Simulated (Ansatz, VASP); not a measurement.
Two plane-wave programs on La

```
La
1.0
     3.29861    0.00000    0.00000
     0.00000    3.29861    0.00000
     0.00000    0.00000    3.29861
La
1
Direct
  0.00000 0.00000 0.00000
```

Alike in both runs: task single point; functional r2SCAN; k mesh 11 × 11 × 11; occupations fermi-dirac, width 0.1 eV; no spin polarisation.

|  | VASP | Ansatz |
| --- | --- | --- |
| version | VASP 6.6.1 | Ansatz 0.2.0 |
| potentials or method | VASP PAW PBE potentials, release 64 (La), cutoff 520 eV | plane waves (500 eV) with PAW, scalar-relativistic |
| valence electrons in the cell | 11 | 11 |

Ansatz gave:

```
pressure (GPa) : -0.1
```

Task: What did VASP give for the same quantities?

Result: Pressure (GPa): 0.0.

VASP's potentials were made for PBE, not for r2SCAN.

Spin-orbit coupling is off throughout.
